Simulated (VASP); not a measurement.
# YRuW3 (Pm-3m) in VASP: a series of runs

The runs below take YRuW3 through single point, relaxation of cell and atoms, with PBE.

Everything below comes from runs of VASP 6.6.1. Logs are shortened: lines on timing, memory, paths and dates and some standing lists are left out, and cuts for length are marked.

## Step 1: The cell of the first run

It takes space group Pm-3m (No. 221, cubic). Conventional cell: a = 4.762 Å, b = 4.762 Å, c = 4.762 Å, α = 90.00°, β = 90.00°, γ = 90.00°. Y (site symmetry m-3m) has 12 W at 3.37 Å and 8 Ru at 4.12 Å within 4.4 Å. Within 3.1 Å of Ru (site symmetry m-3m) lie 6 W at 2.38 Å. Within 3.1 Å of W (site symmetry 4/mmm) lie 2 Ru at 2.38 Å.

## Step 2: Single point, PBE

The input, INCAR:

```
PREC = Accurate
ENCUT = 520
EDIFF = 1E-6
ISMEAR = 0
SIGMA = 0.1
LREAL = F
LASPH = T
NELM = 100
ALGO = Fast
ISIF = 2
LWAVE = F
LCHARG = T
GGA = PE
LELF = T
LVHAR = T
NBANDS = 42
```

The input, KPOINTS:

```
regular mesh
0
Gamma
  8 8 8
```

The input, POSCAR:

```
YRuW3
1.0
    4.7621582785      0.0000000000      0.0000000000
    0.0000000000      4.7621582785      0.0000000000
    0.0000000000      0.0000000000      4.7621582785
Y Ru W
1 1 3
Direct
    0.0000000000      0.0000000000      0.0000000000
    0.5000000000      0.5000000000      0.5000000000
    0.0000000000      0.5000000000      0.5000000000
    0.5000000000      0.0000000000      0.5000000000
    0.5000000000      0.5000000000      0.0000000000
```

Potentials or basis: VASP PAW PBE potentials, release 64 (Y_sv, Ru_pv, W_sv).

Command:

```
cat potpaw_PBE.64/Y_sv/POTCAR potpaw_PBE.64/Ru_pv/POTCAR potpaw_PBE.64/W_sv/POTCAR > POTCAR
mpirun -np 1 vasp_std > vasp.out
```

OUTCAR:

```text
PREC = Accurate
   ENCUT = 520
   EDIFF = 1E-6
   ISMEAR = 0
   LREAL = F
   LASPH = T
   NELM = 100
   ISIF = 2
   GGA = PE

 ion  position               nearest neighbor table
   1  0.000  0.000  0.000-   3 3.37   4 3.37   5 3.37   3 3.37   4 3.37   3 3.37   5 3.37   3 3.37
                             4 3.37   5 3.37   4 3.37   5 3.37
   2  0.500  0.500  0.500-   3 2.38   4 2.38   5 2.38   5 2.38   4 2.38   3 2.38
   3  0.000  0.500  0.500-   2 2.38   2 2.38   4 3.37   5 3.37   1 3.37   5 3.37   1 3.37   4 3.37
                             1 3.37   1 3.37   4 3.37   5 3.37   5 3.37   4 3.37
   4  0.500  0.000  0.500-   2 2.38   2 2.38   3 3.37   5 3.37   1 3.37   5 3.37   1 3.37   3 3.37
                             5 3.37   5 3.37   1 3.37   3 3.37   1 3.37   3 3.37
   5  0.500  0.500  0.000-   2 2.38   2 2.38   3 3.37   4 3.37   1 3.37   3 3.37   4 3.37   1 3.37
                             4 3.37   4 3.37   1 3.37   3 3.37   3 3.37   1 3.37

  LATTYP: Found a simple cubic cell.
 ALAT       =     4.7621582785

  Lattice vectors:

 A1 = (   4.7621582785,   0.0000000000,   0.0000000000)
 A2 = (   0.0000000000,   4.7621582785,   0.0000000000)
 A3 = (   0.0000000000,   0.0000000000,   4.7621582785)

Analysis of symmetry for initial positions (statically):
=====================================================================
 Subroutine PRICEL returns:
 Original cell was already a primitive cell.

 Routine SETGRP: Setting up the symmetry group for a
 simple cubic supercell.

 Subroutine GETGRP returns: Found 48 space group operations
 (whereof 48 operations were pure point group operations)
 out of a pool of 48 trial point group operations.

The static configuration has the point symmetry O_h .

Analysis of symmetry for dynamics (positions and initial velocities):
=====================================================================
 Subroutine PRICEL returns:
 Original cell was already a primitive cell.

 Routine SETGRP: Setting up the symmetry group for a
 simple cubic supercell.

 Subroutine GETGRP returns: Found 48 space group operations
 (whereof 48 operations were pure point group operations)
 out of a pool of 48 trial point group operations.

The dynamic configuration has the point symmetry O_h .

 Subroutine INISYM returns: Found 48 space group operations
 (whereof 48 operations are pure point group operations),
 and found     1 'primitive' translations

----------------------------------------------------------------------------------------

                                     Primitive cell

  volume of cell :     107.9969

  direct lattice vectors                    reciprocal lattice vectors
     4.762158279  0.000000000  0.000000000     0.209988821  0.000000000  0.000000000
     0.000000000  4.762158279  0.000000000     0.000000000  0.209988821  0.000000000
     0.000000000  0.000000000  4.762158279     0.000000000  0.000000000  0.209988821

  length of vectors
     4.762158279  4.762158279  4.762158279     0.209988821  0.209988821  0.209988821

  position of ions in fractional coordinates (direct lattice)
     0.000000000  0.000000000  0.000000000
     0.500000000  0.500000000  0.500000000
     0.000000000  0.500000000  0.500000000
     0.500000000  0.000000000  0.500000000
     0.500000000  0.500000000  0.000000000

  ion indices of the primitive-cell ions
   primitive index   ion index
                 1           1
                 2           2
                 3           3
                 4           4
                 5           5

----------------------------------------------------------------------------------------

 KPOINTS: regular mesh

Automatic generation of k-mesh.
 Grid dimensions read from file:
 generate k-points for:    8    8    8

 Generating k-lattice:

  Cartesian coordinates                     Fractional coordinates (reciprocal lattice)
     0.026248603  0.000000000  0.000000000     0.125000000  0.000000000  0.000000000
     0.000000000  0.026248603  0.000000000     0.000000000  0.125000000  0.000000000
     0.000000000  0.000000000  0.026248603     0.000000000  0.000000000  0.125000000

  Length of vectors
     0.026248603  0.026248603  0.026248603

  Shift w.r.t. Gamma in fractional coordinates (k-lattice)
     0.000000000  0.000000000  0.000000000

 Subroutine IBZKPT returns following result:
 ===========================================

 Found     35 irreducible k-points:

 Following reciprocal coordinates:
            Coordinates               Weight
  0.000000  0.000000  0.000000      1.000000
  0.125000  0.000000  0.000000      6.000000
  0.250000  0.000000  0.000000      6.000000
  0.375000  0.000000  0.000000      6.000000
  0.500000  0.000000  0.000000      3.000000
  0.125000  0.125000  0.000000     12.000000
[... 16 lines left out ...]
  0.375000  0.375000  0.125000     24.000000
  0.500000  0.375000  0.125000     24.000000
 [... further k-points ...]
   k-points           NKPTS =     35   k-points in BZ     NKDIM =     35   number of bands    NBANDS=     42
   number of dos      NEDOS =    301   number of ions     NIONS =      5
   total plane-waves  NPLWV =  46656
   dimension x,y,z NGX =    36 NGY =   36 NGZ =   36
   dimension x,y,z NGXF=    72 NGYF=   72 NGZF=   72
   ions per type =               1   1   3
   NGX,Y,Z   is equivalent  to a cutoff of  12.57, 12.57, 12.57 a.u.
   NGXF,Y,Z  is equivalent  to a cutoff of  25.14, 25.14, 25.14 a.u.
 SYSTEM =  unknown system
   PREC   = accura    normal or accurate (medium, high low for compatibility)
   ISTART =      0    job   : 0-new  1-cont  2-samecut
   ICHARG =      2    charge: 1-file 2-atom 10-const
   ISPIN  =      1    spin polarized calculation?
   LNONCOLLINEAR =      F non collinear calculations
   LSORBIT =      F    spin-orbit coupling
   LASPH  =      T    aspherical Exc in radial PAW
   ENCUT  =  520.0 eV  38.22 Ry    6.18 a.u.   8.85  8.85  8.85*2*pi/ulx,y,z
   NELM   =    100;   NELMIN=  2; NELMDL= -5     # of ELM steps
   EDIFF  = 0.1E-05   stopping-criterion for ELM
   LREAL  =      F    real-space projection
   EDIFFG = 0.1E-04   stopping-criterion for IOM
   NSW    =      0    number of steps for IOM
   IBRION =     -1    ionic relax: 0-MD 1-quasi-New 2-CG
   NFREE  =      0    steps in history (QN), initial steepest desc. (CG)
   ISIF   =      2    stress and relaxation
   ISYM   =      2    0-nonsym 1-usesym 2-fastsym
   POTIM  = 0.5000    time-step for ionic-motion
   TEBEG  =    0.0;   TEEND  =   0.0 temperature during run
   PSTRESS=    0.0 pullay stress
   NELECT =      67.0000    total number of electrons
   NUPDOWN=      -1.0000    fix difference up-down
   EMIN   =  10.00;   EMAX   =-10.00  energy-range for DOS
   EFERMI =   0.00;   METHOD = LEGACY
   ISMEAR =     0;   SIGMA  =   0.10  broadening in eV -4-tet -1-fermi 0-gaus
   EFERMI_NEDOS =   21; number of points for ismear=-14 and -15
   IALGO  =     68    algorithm
   IMIX   =      4    mixing-type and parameters
     AMIX     =   0.40;   BMIX     =  1.00
     AMIX_MAG =   1.60;   BMIX_MAG =  1.00
  volume/ion in A,a.u.               =      21.60       145.76
  Fermi-wavevector in a.u.,A,eV,Ry     =   1.396248  2.638526 26.524678  1.949509
  Thomas-Fermi vector in A             =   2.519621
   LORBIT       =      0    0 simple, 1 ext, 2 COOP (PROOUT), +10 PAW based schemes
   GGA     = PE    functional components
   LHFCALC =     F    Hartree Fock is set to
   AEXX    =    0.0000 exact exchange contribution
   IVDW    =     0    specifies the selected vdW correction
   LEPSILON=     F    determine dielectric tensor
   LRPA    =     F    only Hartree local field effects (RPA)
 non-spin polarized calculation
 RMM-DIIS sequential band-by-band and
 Gauss-broadening in eV      SIGMA  =   0.10
  energy-cutoff  :      520.00
  volume of cell :      108.00
 maximum number of plane-waves:      2945
 NGX is ok and might be reduce to    36
   NGX = 17   NGY = 17   NGZ = 17

 number of electron      66.9999985 magnetization

 Free energy of the ion-electron system (eV)
  ---------------------------------------------------
  ext. energy  EPLUGINS =         0.00000000
  ---------------------------------------------------
  free energy    TOTEN  =       -47.62535618 eV

  energy without entropy =      -47.59458071  energy(sigma->0) =      -47.60996845

 E-fermi :   7.0669     XC(G=0): -11.5177

 val. band max:        7.0340217934   @ k =   0.5000   0.0000   0.0000
 cond. band min:       7.0701385453   @ k =   0.5000   0.3750   0.1250
 fundamental gap:      0.0361167519
 Fermi energy:         7.0668867541

 k-point     1 :       0.0000    0.0000    0.0000
  band No.  band energies     occupation
      1     -67.1502      2.00000
      2     -67.1421      2.00000
      3     -67.1421      2.00000
      4     -36.8362      2.00000
      5     -36.8362      2.00000
      6     -36.8362      2.00000
[... 34 lines left out ...]
     41       9.4765      0.00000
     42       9.6958      0.00000

 k-point     2 :       0.1250    0.0000    0.0000
  band No.  band energies     occupation
      1     -67.1500      2.00000
      2     -67.1425      2.00000
      3     -67.1420      2.00000
      4     -36.8359      2.00000
      5     -36.8359      2.00000
      6     -36.8130      2.00000
[... 34 lines left out ...]
     41       9.7010      0.00000
     42       9.7641      0.00000

 k-point     3 :       0.2500    0.0000    0.0000
  band No.  band energies     occupation
      1     -67.1494      2.00000
      2     -67.1437      2.00000
      3     -67.1420      2.00000
      4     -36.8353      2.00000
      5     -36.8353      2.00000
      6     -36.7557      2.00000
[... 897 lines left out ...]
      4     -36.8097      2.00000
      5     -36.6948      2.00000
      6     -36.6946      2.00000
[... 34 lines left out ...]
     41       8.7337      0.00000
     42       9.7241      0.00000

 k-point    24 :       0.5000    0.3750    0.1250
  band No.  band energies     occupation
      1     -67.1468      2.00000
      2     -67.1465      2.00000
      3     -67.1445      2.00000
      4     -36.8094      2.00000
      5     -36.6944      2.00000
      6     -36.6696      2.00000
[... 34 lines left out ...]
     41       8.6173      0.00000
     42       9.7521      0.00000

 [... further k-points ...]

------------------------ aborting loop because EDIFF is reached ----------------------------------------

  FORCE on cell =-STRESS in cart. coord.  units (eV):
  Direction    XX          YY          ZZ          XY          YZ          ZX
  --------------------------------------------------------------------------------------
  -------------------------------------------------------------------------------------
  Total        0.3128037      0.3128037      0.3128037     -0.0000000     -0.0000000     -0.0000000
  in kB        4.6405660      4.6405660      4.6405660     -0.0000000     -0.0000000     -0.0000000
  external PRESSURE =       4.6405660 kB  Pullay stress =       0.0000000 kB

 VOLUME and BASIS-vectors are now :
 -----------------------------------------------------------------------------
  energy-cutoff  :      520.00
  volume of cell :      108.00
      direct lattice vectors                 reciprocal lattice vectors
     4.762158279  0.000000000  0.000000000     0.209988821  0.000000000  0.000000000
     0.000000000  4.762158279  0.000000000     0.000000000  0.209988821  0.000000000
     0.000000000  0.000000000  4.762158279     0.000000000  0.000000000  0.209988821

 POSITION                                       TOTAL-FORCE (eV/Angst)
 -----------------------------------------------------------------------------------
      0.00000      0.00000      0.00000         0.000000      0.000000      0.000000
      2.38108      2.38108      2.38108         0.000000      0.000000      0.000000
      0.00000      2.38108      2.38108         0.000000      0.000000      0.000000
      2.38108      0.00000      2.38108         0.000000      0.000000      0.000000
      2.38108      2.38108      0.00000         0.000000      0.000000      0.000000
 -----------------------------------------------------------------------------------
    total drift:                                0.000000      0.000000      0.000000

  FREE ENERGIE OF THE ION-ELECTRON SYSTEM (eV)
  ---------------------------------------------------
  free  energy   TOTEN  =       -47.6253561835 eV

  energy  without entropy=      -47.5945807128  energy(sigma->0) =      -47.60996845
```

Run time: 6.5 min. Hardware: 1 thread of Oxide Virtual Turin-like, shared host; peak memory 0.29 GiB.

Results:

- Free energy: -47.6254 eV
- Pressure: 0.5 GPa
- Band gap on the k mesh: zero (an odd number of electrons rules out a gap without spin polarisation)

Caveat: spin-orbit coupling is left out, which moves the levels of the heavy elements.

## Step 3: Relaxation of cell and atoms, PBE

This run uses another cell than the first one, of 21.66 Å³/atom.

The input, INCAR:

```
PREC = Accurate
ENCUT = 600
EDIFF = 1E-6
ISMEAR = 0
SIGMA = 0.1
LREAL = False
LASPH = True
NELM = 100
ALGO = Fast
ISIF = 3
LWAVE = False
LCHARG = False
GGA = PE
IBRION = 2
NSW = 100
EDIFFG = -0.01
```

KPOINTS is that of step 2.

POSCAR, as its differences from that of step 2:

```diff
@@ -2,5 +2,5 @@
 1.0
-    4.7621582785      0.0000000000      0.0000000000
-    0.0000000000      4.7621582785      0.0000000000
-    0.0000000000      0.0000000000      4.7621582785
+    4.7664834373      0.0000000000      0.0000000000
+    0.0000000000      4.7664834373      0.0000000000
+    0.0000000000      0.0000000000      4.7664834373
 Y Ru W
```

Potentials or basis: VASP PAW PBE potentials, release 64 (Y_sv, Ru_pv, W_sv).

Command:

```
cat potpaw_PBE.64/Y_sv/POTCAR potpaw_PBE.64/Ru_pv/POTCAR potpaw_PBE.64/W_sv/POTCAR > POTCAR
mpirun -np 1 vasp_std > vasp.out
```

Run time: 7.6 min. Hardware: 1 thread of Oxide Virtual Turin-like, shared host; peak memory 0.34 GiB.

Results (log left out):

- Free energy: -47.6259 eV
- Pressure after relaxing: 0.0 GPa
- Band gap on the k mesh: zero (an odd number of electrons rules out a gap without spin polarisation)

Final structure:
```
Y Ru W
1.0
     4.76648    0.00000    0.00000
     0.00000    4.76648    0.00000
     0.00000    0.00000    4.76648
Y Ru W
1 1 3
Direct
  0.00000 0.00000 0.00000
  0.50000 0.50000 0.50000
  0.00000 0.50000 0.50000
  0.50000 0.00000 0.50000
  0.50000 0.50000 0.00000
```

Levels at points of the mesh, in eV from the Fermi level:
```
           k point  band 30  band 31  band 32  band 33  band 34  band 35  band 36  band 37  band 38  band 39
(0.00, 0.00, 0.00)    -0.68    -0.68     1.05     1.05     1.05     2.24     2.25     2.32     2.40     2.40
(0.50, 0.00, 0.00)    -1.60    -1.06    -0.64    -0.03    -0.03     0.24     0.50     1.94     1.94     2.18
(0.50, 0.50, 0.00)    -1.31    -1.21    -1.01    -0.18    -0.18    -0.05     0.17     0.34     0.46     1.26
(0.50, 0.50, 0.50)    -0.95    -0.95    -0.95    -0.56    -0.56    -0.56     0.32     0.32     1.17     1.17
```

Caveat: the relaxation stopped at its first step, so nothing moved; spin-orbit coupling is left out, which moves the levels of the heavy elements.
